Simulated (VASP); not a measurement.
# TePb (Pm-3m) in VASP: notebook

The runs below take TePb through single point, with PBE+D4, RPBE.

Program: VASP 6.6.1. These are calculated values, not measurements. Logs are shortened: lines on timing, memory, paths and dates and some standing lists are left out, and cuts for length are marked.

**1. The cell of the first run**

Symmetry: Pm-3m, No. 221, cubic system. The conventional cell has a = 4.014 Å, b = 4.014 Å, c = 4.014 Å, α = 90.00°, β = 90.00°, γ = 90.00°. Pb (site symmetry m-3m) has 8 Te at 3.48 Å and 6 Pb at 4.01 Å within 4.6 Å. Within 4.6 Å of Te (site symmetry m-3m) lie 8 Pb at 3.48 Å and 6 Te at 4.01 Å.

**2. Single point, PBE+D4**

Input file INCAR:

```
SYSTEM = TePb
  ALGO = Normal
  EDIFF = 1E-6
  ENCUT = 520
  GGA = PE
  ISIF = 2
  ISMEAR = -1
  IVDW = 13
  LASPH = .True.
  LCHARG = .False.
  LREAL = .False.
  LWAVE = .False.
  NBANDS = 17
  NELM = 60
  PREC = Accurate
  SIGMA = 0.05
```

Input file KPOINTS:

```
k-points
0
Gamma
  7 7 7
  0 0 0
```

Input file POSCAR:

```
TePb
1.0
    4.0141643639      0.0000000000      0.0000000000
    0.0000000000      4.0141643639      0.0000000000
    0.0000000000      0.0000000000      4.0141643639
Pb Te
1 1
Direct
    0.0000000000      0.0000000000      0.0000000000
    0.5000000000      0.5000000000      0.5000000000
```

Potentials or basis: VASP PAW PBE potentials, release 64 (Pb_d, Te).

Run with:

```bash
> cat potpaw_PBE.64/Pb_d/POTCAR potpaw_PBE.64/Te/POTCAR > POTCAR
> mpirun -np 1 vasp_std > vasp.out
```

OUTCAR:

```text
SYSTEM = TePb
   EDIFF = 1E-6
   ENCUT = 520
   GGA = PE
   ISIF = 2
   ISMEAR = -1
   IVDW = 13
   LASPH = .True.
   LREAL = .False.
   NELM = 60
   PREC = Accurate

 ion  position               nearest neighbor table
   1  0.000  0.000  0.000-   2 3.48   2 3.48   2 3.48   2 3.48   2 3.48   2 3.48   2 3.48   2 3.48

   2  0.500  0.500  0.500-   1 3.48   1 3.48   1 3.48   1 3.48   1 3.48   1 3.48   1 3.48   1 3.48

  LATTYP: Found a simple cubic cell.
 ALAT       =     4.0141643639

  Lattice vectors:

 A1 = (   4.0141643639,   0.0000000000,   0.0000000000)
 A2 = (   0.0000000000,   4.0141643639,   0.0000000000)
 A3 = (   0.0000000000,   0.0000000000,   4.0141643639)

Analysis of symmetry for initial positions (statically):
=====================================================================
 Subroutine PRICEL returns:
 Original cell was already a primitive cell.

 Routine SETGRP: Setting up the symmetry group for a
 simple cubic supercell.

 Subroutine GETGRP returns: Found 48 space group operations
 (whereof 48 operations were pure point group operations)
 out of a pool of 48 trial point group operations.

The static configuration has the point symmetry O_h .

Analysis of symmetry for dynamics (positions and initial velocities):
=====================================================================
 Subroutine PRICEL returns:
 Original cell was already a primitive cell.

 Routine SETGRP: Setting up the symmetry group for a
 simple cubic supercell.

 Subroutine GETGRP returns: Found 48 space group operations
 (whereof 48 operations were pure point group operations)
 out of a pool of 48 trial point group operations.

The dynamic configuration has the point symmetry O_h .

 Subroutine INISYM returns: Found 48 space group operations
 (whereof 48 operations are pure point group operations),
 and found     1 'primitive' translations

----------------------------------------------------------------------------------------

                                     Primitive cell

  volume of cell :      64.6823

  direct lattice vectors                    reciprocal lattice vectors
     4.014164364  0.000000000  0.000000000     0.249117851  0.000000000  0.000000000
     0.000000000  4.014164364  0.000000000     0.000000000  0.249117851  0.000000000
     0.000000000  0.000000000  4.014164364     0.000000000  0.000000000  0.249117851

  length of vectors
     4.014164364  4.014164364  4.014164364     0.249117851  0.249117851  0.249117851

  position of ions in fractional coordinates (direct lattice)
     0.000000000  0.000000000  0.000000000
     0.500000000  0.500000000  0.500000000

  ion indices of the primitive-cell ions
   primitive index   ion index
                 1           1
                 2           2

----------------------------------------------------------------------------------------

 KPOINTS: k-points

Automatic generation of k-mesh.
 Grid dimensions read from file:
 generate k-points for:    7    7    7

 Generating k-lattice:

  Cartesian coordinates                     Fractional coordinates (reciprocal lattice)
     0.035588264  0.000000000  0.000000000     0.142857143  0.000000000  0.000000000
     0.000000000  0.035588264  0.000000000     0.000000000  0.142857143  0.000000000
     0.000000000  0.000000000  0.035588264     0.000000000  0.000000000  0.142857143

  Length of vectors
     0.035588264  0.035588264  0.035588264

  Shift w.r.t. Gamma in fractional coordinates (k-lattice)
     0.000000000  0.000000000  0.000000000

 Subroutine IBZKPT returns following result:
 ===========================================

 Found     20 irreducible k-points:

 Following reciprocal coordinates:
            Coordinates               Weight
  0.000000  0.000000  0.000000      1.000000
  0.142857  0.000000  0.000000      6.000000
  0.285714  0.000000  0.000000      6.000000
  0.428571  0.000000  0.000000      6.000000
  0.142857  0.142857  0.000000     12.000000
  0.285714  0.142857  0.000000     24.000000
[... 12 lines left out ...]
  0.428571  0.428571  0.285714     24.000000
  0.428571  0.428571  0.428571      8.000000
   k-points           NKPTS =     20   k-points in BZ     NKDIM =     20   number of bands    NBANDS=     17
   number of dos      NEDOS =    301   number of ions     NIONS =      2
   total plane-waves  NPLWV =  27000
   dimension x,y,z NGX =    30 NGY =   30 NGZ =   30
   dimension x,y,z NGXF=    60 NGYF=   60 NGZF=   60
   ions per type =               1   1
   NGX,Y,Z   is equivalent  to a cutoff of  12.42, 12.42, 12.42 a.u.
   NGXF,Y,Z  is equivalent  to a cutoff of  24.85, 24.85, 24.85 a.u.
 SYSTEM =  TePb
   PREC   = accura    normal or accurate (medium, high low for compatibility)
   ISTART =      0    job   : 0-new  1-cont  2-samecut
   ICHARG =      2    charge: 1-file 2-atom 10-const
   ISPIN  =      1    spin polarized calculation?
   LNONCOLLINEAR =      F non collinear calculations
   LSORBIT =      F    spin-orbit coupling
   LASPH  =      T    aspherical Exc in radial PAW
   ENCUT  =  520.0 eV  38.22 Ry    6.18 a.u.   7.46  7.46  7.46*2*pi/ulx,y,z
   NELM   =     60;   NELMIN=  2; NELMDL= -5     # of ELM steps
   EDIFF  = 0.1E-05   stopping-criterion for ELM
   LREAL  =      F    real-space projection
   EDIFFG = 0.1E-04   stopping-criterion for IOM
   NSW    =      0    number of steps for IOM
   IBRION =     -1    ionic relax: 0-MD 1-quasi-New 2-CG
   NFREE  =      0    steps in history (QN), initial steepest desc. (CG)
   ISIF   =      2    stress and relaxation
   ISYM   =      2    0-nonsym 1-usesym 2-fastsym
   POTIM  = 0.5000    time-step for ionic-motion
   TEBEG  =    0.0;   TEEND  =   0.0 temperature during run
   PSTRESS=    0.0 pullay stress
   NELECT =      20.0000    total number of electrons
   NUPDOWN=      -1.0000    fix difference up-down
   EMIN   =  10.00;   EMAX   =-10.00  energy-range for DOS
   EFERMI =   0.00;   METHOD = LEGACY
   ISMEAR =    -1;   SIGMA  =   0.05  broadening in eV -4-tet -1-fermi 0-gaus
   EFERMI_NEDOS =   21; number of points for ismear=-14 and -15
   IALGO  =     38    algorithm
   IMIX   =      4    mixing-type and parameters
     AMIX     =   0.40;   BMIX     =  1.00
     AMIX_MAG =   1.60;   BMIX_MAG =  1.00
  volume/ion in A,a.u.               =      32.34       218.25
  Fermi-wavevector in a.u.,A,eV,Ry     =   1.107022  2.091969 16.673916  1.225498
  Thomas-Fermi vector in A             =   2.243531
   LORBIT       =      0    0 simple, 1 ext, 2 COOP (PROOUT), +10 PAW based schemes
   GGA     = PE    functional components
   LHFCALC =     F    Hartree Fock is set to
   AEXX    =    0.0000 exact exchange contribution
   IVDW    =    13    specifies the selected vdW correction
   LEPSILON=     F    determine dielectric tensor
   LRPA    =     F    only Hartree local field effects (RPA)
 non-spin polarized calculation
  energy-cutoff  :      520.00
  volume of cell :       64.68
 maximum number of plane-waves:      1763
 NGX is ok and might be reduce to    30
   NGX = 15   NGY = 15   NGZ = 15

 number of electron      20.0000012 magnetization

 Free energy of the ion-electron system (eV)
  ---------------------------------------------------
  ext. energy  EPLUGINS =         0.00000000
  ---------------------------------------------------
  free energy    TOTEN  =        -7.06044926 eV

  energy without entropy =       -7.04725269  energy(sigma->0) =       -7.05385097

 E-fermi :   6.2891     XC(G=0):  -9.6422

 val. band max:        6.2880425967   @ k =   0.4286   0.2857   0.0000
 cond. band min:       6.3229596286   @ k =   0.4286   0.4286   0.2857
 fundamental gap:      0.0349170319
 Fermi energy:         6.2891233179

 k-point     1 :       0.0000    0.0000    0.0000
  band No.  band energies     occupation
      1     -10.8801      2.00000
      2     -10.8801      2.00000
      3     -10.7994      2.00000
      4     -10.7994      2.00000
      5     -10.7994      2.00000
      6      -5.8163      2.00000
[... 9 lines left out ...]
     16      16.1321      0.00000
     17      17.2681      0.00000

 k-point     2 :       0.1429    0.0000    0.0000
  band No.  band energies     occupation
      1     -10.8795      2.00000
      2     -10.8675      2.00000
      3     -10.8040      2.00000
      4     -10.8040      2.00000
      5     -10.7991      2.00000
      6      -5.6565      2.00000
[... 9 lines left out ...]
     16      16.3131      0.00000
     17      16.6580      0.00000

 k-point     3 :       0.2857    0.0000    0.0000
  band No.  band energies     occupation
      1     -10.8780      2.00000
      2     -10.8392      2.00000
      3     -10.8143      2.00000
      4     -10.8143      2.00000
      5     -10.7983      2.00000
      6      -5.2038      2.00000
[... 9 lines left out ...]
     16      14.5862      0.00000
     17      16.8363      0.00000

 k-point     4 :       0.4286    0.0000    0.0000
  band No.  band energies     occupation
      1     -10.8769      2.00000
      2     -10.8225      2.00000
      3     -10.8225      2.00000
      4     -10.8166      2.00000
      5     -10.7977      2.00000
      6      -4.6248      2.00000
[... 9 lines left out ...]
     16      16.8326      0.00000
     17      17.6788      0.00000
[... 263 lines left out ...]
      1     -10.8443      2.00000
      2     -10.8385      2.00000
      3     -10.8278      2.00000
      4     -10.8134      2.00000
      5     -10.7903      2.00000
      6      -3.8563      2.00000
[... 9 lines left out ...]
     16      15.7830      0.00000
     17      18.0923      0.00000

 k-point    19 :       0.4286    0.4286    0.2857
  band No.  band energies     occupation
      1     -10.8535      2.00000
      2     -10.8376      2.00000
      3     -10.8369      2.00000
      4     -10.8014      2.00000
      5     -10.7775      2.00000
      6      -3.6378      2.00000
[... 9 lines left out ...]
     16      17.2932      0.00000
     17      18.4684      0.00000

 k-point    20 :       0.4286    0.4286    0.4286
  band No.  band energies     occupation
      1     -10.8492      2.00000
      2     -10.8475      2.00000
      3     -10.8475      2.00000
      4     -10.7770      2.00000
      5     -10.7770      2.00000
      6      -3.4839      2.00000
[... 9 lines left out ...]
     16      18.6366      0.00000
     17      20.5943      0.00000

------------------------ aborting loop because EDIFF is reached ----------------------------------------

  DFT-D4 for vdW energy calculation

  Edisp (eV):   -0.96936

  FORCE on cell =-STRESS in cart. coord.  units (eV):
  Direction    XX          YY          ZZ          XY          YZ          ZX
  --------------------------------------------------------------------------------------
  -------------------------------------------------------------------------------------
  Total      -0.01085    -0.01085    -0.01085    -0.00000     0.00000    -0.00000
  in kB      -0.26877    -0.26877    -0.26877    -0.00000     0.00000    -0.00000
  external pressure =       -0.27 kB  Pullay stress =        0.00 kB

 VOLUME and BASIS-vectors are now :
 -----------------------------------------------------------------------------
  energy-cutoff  :      520.00
  volume of cell :       64.68
      direct lattice vectors                 reciprocal lattice vectors
     4.014164364  0.000000000  0.000000000     0.249117851  0.000000000  0.000000000
     0.000000000  4.014164364  0.000000000     0.000000000  0.249117851  0.000000000
     0.000000000  0.000000000  4.014164364     0.000000000  0.000000000  0.249117851

 POSITION                                       TOTAL-FORCE (eV/Angst)
 -----------------------------------------------------------------------------------
      0.00000      0.00000      0.00000         0.000000      0.000000      0.000000
      2.00708      2.00708      2.00708         0.000000      0.000000      0.000000
 -----------------------------------------------------------------------------------
    total drift:                               -0.000000     -0.000000     -0.000000

  FREE ENERGIE OF THE ION-ELECTRON SYSTEM (eV)
  ---------------------------------------------------
  free  energy   TOTEN  =        -8.0298057092 eV

  energy  without entropy=       -8.0166091338  energy(sigma->0) =       -8.02320742
```

It took 36 s on 1 thread of AMD EPYC, shared host; peak memory 0.14 GiB.

What came out:

- Free energy: -8.0298 eV
- Pressure: 0.0 GPa
- Band gap on the k mesh: zero (band 10 reaches 6.46 eV, above the bottom of band 11 at 5.69 eV)
- Dispersion energy per atom: -0.485 eV

Caveat: spin-orbit coupling is left out, which moves the levels of the heavy elements; pairwise dispersion overbinds metals, which lowers pressure and volume.

**3. Single point, RPBE**

This run uses another cell than the first one, of 32.05 Å³/atom, 0.991 times its volume.

Input file INCAR:

```
PREC = Accurate ; ENCUT = 520
EDIFF = 1E-7 ; ISMEAR = -1
SIGMA = 0.05 ; LREAL = False
LASPH = True ; NELM = 80
ALGO = Normal ; ISIF = 2
LWAVE = False ; LCHARG = False
GGA = RP ; NBANDS = 17
```

Input file KPOINTS:

```
regular mesh
0
Gamma
  7 7 7
```

Input file POSCAR:

```
TePb
1.0
    4.0022870000      0.0000000000      0.0000000000
    0.0000000000      4.0022870000      0.0000000000
    0.0000000000      0.0000000000      4.0022870000
Pb Te
1 1
Direct
    0.0000000000      0.0000000000      0.0000000000
    0.5000000000      0.5000000000      0.5000000000
```

Potentials or basis: VASP PAW PBE potentials, release 64 (Pb_d, Te).

Run with:

```bash
> cat potpaw_PBE.64/Pb_d/POTCAR potpaw_PBE.64/Te/POTCAR > POTCAR
> mpirun -np 1 vasp_std > vasp.out
```

OUTCAR:

```text
PREC = Accurate
   ENCUT = 520
   EDIFF = 1E-7
   ISMEAR = -1
   LREAL = False
   LASPH = True
   NELM = 80
   ISIF = 2
   GGA = RP

 ion  position               nearest neighbor table
   1  0.000  0.000  0.000-   2 3.47   2 3.47   2 3.47   2 3.47   2 3.47   2 3.47   2 3.47   2 3.47

   2  0.500  0.500  0.500-   1 3.47   1 3.47   1 3.47   1 3.47   1 3.47   1 3.47   1 3.47   1 3.47

  LATTYP: Found a simple cubic cell.
 ALAT       =     4.0022870000

[... 581 lines left out ...]

------------------------ aborting loop because EDIFF is reached ----------------------------------------

  FORCE on cell =-STRESS in cart. coord.  units (eV):
  Direction    XX          YY          ZZ          XY          YZ          ZX
  --------------------------------------------------------------------------------------
  -------------------------------------------------------------------------------------
  Total        0.5965712      0.5965712      0.5965712     -0.0000000     -0.0000000      0.0000000
  in kB       14.9089874     14.9089874     14.9089874     -0.0000000     -0.0000000      0.0000000
  external PRESSURE =      14.9089874 kB  Pullay stress =       0.0000000 kB

 VOLUME and BASIS-vectors are now :
 -----------------------------------------------------------------------------
  energy-cutoff  :      520.00
  volume of cell :       64.11
      direct lattice vectors                 reciprocal lattice vectors
     4.002287000  0.000000000  0.000000000     0.249857144  0.000000000  0.000000000
     0.000000000  4.002287000  0.000000000     0.000000000  0.249857144  0.000000000
     0.000000000  0.000000000  4.002287000     0.000000000  0.000000000  0.249857144

 POSITION                                       TOTAL-FORCE (eV/Angst)
 -----------------------------------------------------------------------------------
      0.00000      0.00000      0.00000         0.000000      0.000000      0.000000
      2.00114      2.00114      2.00114         0.000000      0.000000      0.000000
 -----------------------------------------------------------------------------------
    total drift:                               -0.000000     -0.000000     -0.000000

  FREE ENERGIE OF THE ION-ELECTRON SYSTEM (eV)
  ---------------------------------------------------
  free  energy   TOTEN  =        -6.3311107117 eV

  energy  without entropy=       -6.3184172302  energy(sigma->0) =       -6.32476397
```

It took 39 s on 1 thread of AMD EPYC, shared host; peak memory 0.14 GiB.

Results:

* Free energy: -6.3311 eV
* Pressure: 1.5 GPa
* Band gap on the k mesh: zero (band 10 reaches 6.68 eV, above the bottom of band 11 at 5.92 eV)

Caveat: the PAW data sets were made with another functional, which shifts forces and pressure a little; spin-orbit coupling is left out, which moves the levels of the heavy elements.
